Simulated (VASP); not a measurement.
# Be (P-1) in VASP: settings compared

The runs below take Be through single point, with PBEsol, BLYP.

All numbers are computed with VASP 6.6.1; they aren't measurements. Logs are shortened: lines on timing, memory, paths and dates and some standing lists are left out, and cuts for length are marked.

### Step 1. The cell of the first run

The typed cell holds 1 atom: a = 2.139 Å, b = 2.218 Å, c = 2.169 Å, α = 110.68°, β = 108.81°, γ = 109.43°.

### Step 2. Single point, PBEsol, non-collinear spin, typed start (the cell strained at random)

Input file INCAR:

```
ALGO = Fast ; EDIFF = 1E-6
ENCUT = 520 ; GGA = PS
ISIF = 2 ; ISMEAR = -5
LASPH = T ; LCHARG = F
LNONCOLLINEAR = T ; LORBIT = 11
LREAL = F ; LWAVE = F
MAGMOM = 0 0 0.5 ; NBANDS = 13
NELM = 150 ; PREC = Accurate
SIGMA = 0.05
```

Input file KPOINTS:

```
k-points
0
Gamma
  11 11 11
```

Input file POSCAR:

```
Be
1.0
   -1.2397680000      1.2410000000      1.2245450000
    1.2687990000     -1.2800360000      1.2926110000
    1.2262810000      1.2665490000     -1.2635810000
Be
1
Direct
   -0.0482070000     -0.0048450000     -0.0077540000
```

Potentials or basis: VASP PAW PBE potentials, release 64 (Be).

Started as:

```bash
> cat potpaw_PBE.64/Be/POTCAR > POTCAR
> mpirun -np 1 vasp_ncl > vasp.out
```

OUTCAR:

```text
EDIFF = 1E-6
   ENCUT = 520
   GGA = PS
   ISIF = 2
   ISMEAR = -5
   LASPH = T
   LNONCOLLINEAR = T
   LORBIT = 11
   LREAL = F
   NELM = 150
   PREC = Accurate

 ion  position               nearest neighbor table
   1  0.952  0.995  0.992-

  LATTYP: Found a triclinic cell.
 ALAT       =     5.5371562723
 B/A-ratio  =     0.6326819242
 C/A-ratio  =     0.3896086462
 COS(alpha) =     0.0010545695
 COS(beta)  =     0.2645285389
 COS(gamma) =     0.9461362081

  Lattice vectors:

 A1 = (   4.9611290000,   0.0120620000,  -2.4590960000)
 A2 = (   2.4660490000,   0.0255490000,  -2.4881260000)
 A3 = (   1.2553120000,   1.2275130000,   1.2535750000)

Analysis of symmetry for initial positions (statically):
=====================================================================
 Subroutine PRICEL returns:
 Original cell was already a primitive cell.

 Routine SETGRP: Setting up the symmetry group for a
 triclinic supercell.

 Subroutine GETGRP returns: Found  2 space group operations
 (whereof  1 operations were pure point group operations)
 out of a pool of  2 trial point group operations.

The static configuration has the point symmetry C_1 .
 The point group associated with its full space group is S_2 .

Analysis of symmetry for dynamics (positions and initial velocities):
=====================================================================
 Subroutine PRICEL returns:
 Original cell was already a primitive cell.

 Routine SETGRP: Setting up the symmetry group for a
 triclinic supercell.

 Subroutine GETGRP returns: Found  2 space group operations
 (whereof  1 operations were pure point group operations)
 out of a pool of  2 trial point group operations.

The dynamic configuration has the point symmetry C_1 .
 The point group associated with its full space group is S_2 .

Analysis of structural, dynamic, and magnetic symmetry:
=====================================================================
 Subroutine PRICEL returns:
 Original cell was already a primitive cell.

 Routine SETGRP: Setting up the symmetry group for a
 triclinic supercell.

 Subroutine GETGRP returns: Found  2 space group operations
 (whereof  1 operations were pure point group operations)
 out of a pool of  2 trial point group operations.

The overall configuration has the point symmetry C_1 .
 The point group associated with its full space group is S_2 .

 Subroutine INISYM returns: Found  2 space group operations
 (whereof  1 operations are pure point group operations),
 and found     1 'primitive' translations

----------------------------------------------------------------------------------------

                                     Primitive cell

  volume of cell :       7.8712

  direct lattice vectors                    reciprocal lattice vectors
    -1.239768000  1.241000000  1.224545000    -0.002506109  0.405065074  0.403584392
     1.268799000 -1.280036000  1.292611000     0.396262776  0.008246684  0.392831439
     1.226281000  1.266549000 -1.263581000     0.402937983  0.400987483  0.001571319

  length of vectors
     2.139302725  2.217923863  2.168997096     0.571807972  0.558040083  0.568464994

  position of ions in fractional coordinates (direct lattice)
     0.951793000  0.995155000  0.992246000

  ion indices of the primitive-cell ions
   primitive index   ion index
                 1           1

----------------------------------------------------------------------------------------

 KPOINTS: k-points

Automatic generation of k-mesh.
 Grid dimensions read from file:
 generate k-points for:   11   11   11

 Generating k-lattice:

  Cartesian coordinates                     Fractional coordinates (reciprocal lattice)
    -0.000227828  0.036824098  0.036689490     0.090909091  0.000000000  0.000000000
     0.036023889  0.000749699  0.035711949     0.000000000  0.090909091  0.000000000
     0.036630726  0.036453408  0.000142847    -0.000000000  0.000000000  0.090909091

  Length of vectors
     0.051982543  0.050730917  0.051678636

  Shift w.r.t. Gamma in fractional coordinates (k-lattice)
     0.000000000  0.000000000  0.000000000

 TETIRR: Found   3990 inequivalent tetrahedra from     7986

 Subroutine IBZKPT returns following result:
 ===========================================

 Found    666 irreducible k-points:

 Following reciprocal coordinates:
            Coordinates               Weight
  0.000000  0.000000  0.000000      1.000000
  0.090909 -0.000000 -0.000000      2.000000
  0.181818 -0.000000 -0.000000      2.000000
  0.272727 -0.000000 -0.000000      2.000000
  0.363636 -0.000000 -0.000000      2.000000
  0.454545 -0.000000 -0.000000      2.000000
[... 16 lines left out ...]
  0.454545  0.181818  0.000000      2.000000
 -0.454545  0.181818  0.000000      2.000000
 [... further k-points ...]
   k-points           NKPTS =    666   k-points in BZ     NKDIM =    666   number of bands    NBANDS=     13
   number of dos      NEDOS =    301   number of ions     NIONS =      1
   total plane-waves  NPLWV =   4096
   dimension x,y,z NGX =    16 NGY =   16 NGZ =   16
   dimension x,y,z NGXF=    32 NGYF=   32 NGZF=   32
   ions per type =               1
   NGX,Y,Z   is equivalent  to a cutoff of  12.43, 11.99, 12.26 a.u.
   NGXF,Y,Z  is equivalent  to a cutoff of  24.87, 23.99, 24.53 a.u.
 SYSTEM =  unknown system
   PREC   = accura    normal or accurate (medium, high low for compatibility)
   ISTART =      0    job   : 0-new  1-cont  2-samecut
   ICHARG =      2    charge: 1-file 2-atom 10-const
   ISPIN  =      1    spin polarized calculation?
   LNONCOLLINEAR =      T non collinear calculations
   LSORBIT =      F    spin-orbit coupling
   LASPH  =      T    aspherical Exc in radial PAW
   ENCUT  =  520.0 eV  38.22 Ry    6.18 a.u.   3.98  4.12  4.03*2*pi/ulx,y,z
   NELM   =    150;   NELMIN=  2; NELMDL= -5     # of ELM steps
   EDIFF  = 0.1E-05   stopping-criterion for ELM
   LREAL  =      F    real-space projection
   EDIFFG = 0.1E-04   stopping-criterion for IOM
   NSW    =      0    number of steps for IOM
   IBRION =     -1    ionic relax: 0-MD 1-quasi-New 2-CG
   NFREE  =      0    steps in history (QN), initial steepest desc. (CG)
   ISIF   =      2    stress and relaxation
   ISYM   =      2    0-nonsym 1-usesym 2-fastsym
   POTIM  = 0.5000    time-step for ionic-motion
   TEBEG  =    0.0;   TEEND  =   0.0 temperature during run
   PSTRESS=    0.0 pullay stress
   NELECT =       2.0000    total number of electrons
   NUPDOWN=      -1.0000    fix difference up-down
   EMIN   =  10.00;   EMAX   =-10.00  energy-range for DOS
   EFERMI =   0.00;   METHOD = LEGACY
   ISMEAR =    -5;   SIGMA  =   0.05  broadening in eV -4-tet -1-fermi 0-gaus
   EFERMI_NEDOS =   21; number of points for ismear=-14 and -15
   IALGO  =     68    algorithm
   IMIX   =      4    mixing-type and parameters
     AMIX     =   0.40;   BMIX     =  1.00
     AMIX_MAG =   1.60;   BMIX_MAG =  1.00
  volume/ion in A,a.u.               =       7.87        53.12
  Fermi-wavevector in a.u.,A,eV,Ry     =   1.036904  1.959464 14.628569  1.075169
  Thomas-Fermi vector in A             =   2.171316
   LORBIT       =     11    0 simple, 1 ext, 2 COOP (PROOUT), +10 PAW based schemes
   GGA     = PS    functional components
   LHFCALC =     F    Hartree Fock is set to
   AEXX    =    0.0000 exact exchange contribution
   IVDW    =     0    specifies the selected vdW correction
   LEPSILON=     F    determine dielectric tensor
   LRPA    =     F    only Hartree local field effects (RPA)
 RMM-DIIS sequential band-by-band and
 Fermi weights with tetrahedron method with Bloechl corrections
  energy-cutoff  :      520.00
  volume of cell :        7.87
 maximum number of plane-waves:       456
   NGX =  7   NGY =  9   NGZ =  7

 number of electron       2.0000000 magnetization       0.0000000      0.0000010      0.0063850

 number of electron       2.0000000 magnetization      -0.0000000      0.0000002     -0.0003710

 number of electron       2.0000000 magnetization       0.0000000      0.0000000     -0.0002926

 Free energy of the ion-electron system (eV)
  ---------------------------------------------------
  ext. energy  EPLUGINS =         0.00000000
  ---------------------------------------------------
  free energy    TOTEN  =        -3.89599636 eV

  energy without entropy =       -3.89599636  energy(sigma->0) =       -3.89599636

 E-fermi :   8.0573     XC(G=0): -10.6279

 val. band max:        7.8804252023   @ k =  -0.3636   0.3636   0.4545
 cond. band min:       7.6083370120   @ k =   0.1818   0.2727   0.2727
 fundamental gap:     -0.2720881903
 Fermi energy:         8.0573334676

 k-point     1 :       0.0000    0.0000    0.0000
  band No.  band energies     occupation
      1      -4.3160      1.00000
      2      -4.3154      1.00000
      3      26.6084      0.00000
      4      26.6091      0.00000
      5      27.3662      0.00000
      6      27.3666      0.00000
      7      27.7112      0.00000
      8      27.7117      0.00000
      9      37.8880      0.00000
     10      37.8931      0.00000
     11      38.2949      0.00000
     12      38.3196      0.00000
     13      38.9785      0.00000

 k-point     2 :       0.0909   -0.0000   -0.0000
  band No.  band energies     occupation
      1      -4.0191      1.00000
      2      -4.0185      1.00000
      3      25.9115      0.00000
      4      25.9121      0.00000
      5      26.3354      0.00000
      6      26.3359      0.00000
      7      26.7222      0.00000
      8      26.7226      0.00000
      9      35.6753      0.00000
     10      35.6760      0.00000
     11      36.5655      0.00000
[... 339 lines left out ...]
 k-point    24 :      -0.4545    0.1818    0.0000
  band No.  band energies     occupation
      1       1.2629      1.00000
      2       1.2635      1.00000
      3      12.6573      0.00000
      4      12.6579      0.00000
      5      16.5391      0.00000
      6      16.5396      0.00000
      7      22.0934      0.00000
      8      22.0939      0.00000
      9      33.9334      0.00000
     10      33.9340      0.00000
     11      34.7016      0.00000
     12      34.7022      0.00000
     13      41.4960      0.00000

 [... further k-points ...]
[... 5 lines left out ...]
  --------------------------------------------------------------------------------------
  -------------------------------------------------------------------------------------
  Total       -0.0604981     -0.0642833     -0.0810513      0.0846373      0.2970394     -0.2404173
  in kB      -12.3144025    -13.0848861    -16.4979976     17.2279429     60.4624249    -48.9369846
  external PRESSURE =     -13.9657621 kB  Pullay stress =       0.0000000 kB

 VOLUME and BASIS-vectors are now :
 -----------------------------------------------------------------------------
  energy-cutoff  :      520.00
  volume of cell :        7.87
      direct lattice vectors                 reciprocal lattice vectors
    -1.239768000  1.241000000  1.224545000    -0.002506109  0.405065074  0.403584392
     1.268799000 -1.280036000  1.292611000     0.396262776  0.008246684  0.392831439
     1.226281000  1.266549000 -1.263581000     0.402937983  0.400987483  0.001571319

 POSITION                                       TOTAL-FORCE (eV/Angst)
 -----------------------------------------------------------------------------------
      1.29942      1.16407      1.19808         0.000000     -0.000000     -0.000000
 -----------------------------------------------------------------------------------
    total drift:                               -0.000000      0.000000      0.000000

  FREE ENERGIE OF THE ION-ELECTRON SYSTEM (eV)
  ---------------------------------------------------
  free  energy   TOTEN  =        -3.8959963558 eV

  energy  without entropy=       -3.8959963558  energy(sigma->0) =       -3.89599636

 total charge

# of ion       s       p       d       tot
------------------------------------------
    1        0.391   0.783   0.000   1.174

 magnetization (x)

# of ion       s       p       d       tot
------------------------------------------
    1       -0.000   0.000   0.000   0.000

 magnetization (y)

# of ion       s       p       d       tot
------------------------------------------
    1       -0.000   0.000   0.000   0.000

 magnetization (z)

# of ion       s       p       d       tot
------------------------------------------
    1       -0.000  -0.000   0.000  -0.000
```

Run time: 56 s. Hardware: 1 thread of AMD EPYC 9R45 (Zen 5), shared host; peak memory 0.18 GiB.

Results:

```
Free energy                                           : -3.8960 eV
Pressure                                              : -1.4 GPa
Band gap on the k mesh                                : zero (bands 2 and 3 overlap by 3.78 eV)
Net moment                                            : 0.00 μB per cell
Valence electrons inside the program's atomic spheres : Be 1.17
```

Stress tensor (GPa, compression positive):
```
-1.23  1.72 -4.89
 1.72 -1.31  6.05
-4.89  6.05 -1.65
```

Levels at points of the mesh, in eV from the Fermi level:
| k point | band 1 | band 2 | band 3 | band 4 | band 5 |
| --- | --- | --- | --- | --- | --- |
| (0.00, 0.00, 0.00) | -12.37 | -12.37 | 18.55 | 18.55 | 19.31 |

Moments on the atoms (μB; x, y, z):
```
Be  0.00 0.00 0.00
```

Caveat: the cell differs from its parent crystal (the cell strained at random); the PAW data sets were made with another functional, which shifts forces and pressure a little; tetrahedron occupations give inexact forces and stress in metals.

### Step 3. Single point, BLYP, non-collinear spin, typed start (the cell strained at random)

Input file INCAR:

```
AGGAC = 1.0
AGGAX = 1.0
ALDAC = 0.0
ALDAX = 1.0
ALGO = Fast
EDIFF = 1E-7
ENCUT = 520
GGA = B5
ISIF = 2
ISMEAR = -1
LASPH = True
LCHARG = True
LNONCOLLINEAR = True
LORBIT = 11
LREAL = False
LVHAR = True
LWAVE = False
MAGMOM = 0.354 0.354 0
NBANDS = 13
NELM = 150
PREC = Accurate
SIGMA = 0.15
```

KPOINTS is that of step 2.

Input file POSCAR:

```
Be
1.0
   -1.2121880000      1.2292170000      1.2416880000
    1.2601760000     -1.2189500000      1.2794090000
    1.2515810000      1.2583440000     -1.2314210000
Be
1
Direct
   -0.0176130000     -0.0011980000     -0.0081710000
```

Potentials or basis: VASP PAW PBE potentials, release 64 (Be).

Started as:

```bash
> cat potpaw_PBE.64/Be/POTCAR > POTCAR
> mpirun -np 1 vasp_ncl > vasp.out
```

It took 68 s on 1 thread of AMD EPYC 9R45 (Zen 5), shared host; peak memory 0.17 GiB.

It converged, with:

| Property | Result |
| --- | --- |
| Free energy | -2.9851 eV |
| Pressure | 0.2 GPa |
| Band gap on the k mesh | zero (bands 2 and 3 overlap by 3.88 eV) |
| Net moment | 0.00 μB per cell |
| Valence electrons inside the program's atomic spheres | Be 1.16 |

Stress tensor (GPa, compression positive):
```
 0.84 -5.61 -5.89
-5.61 -1.17 -1.11
-5.89 -1.11  1.03
```

Levels at points of the mesh, in eV from the Fermi level:
```csv
k point,band 1,band 2,band 3,band 4,band 5,band 6,band 7
"(0.00, 0.00, 0.00)",-12.00,-12.00,18.38,18.38,19.17,19.17,19.73
```

Moments on the atoms (μB; x, y, z):
```
Be  0.00 0.00 0.00
```

Caveat: the cell differs from its parent crystal (the cell strained at random); the PAW data sets were made with another functional, which shifts forces and pressure a little.

The gap in the log of VASP goes by the Fermi energy; the results here count the filled bands.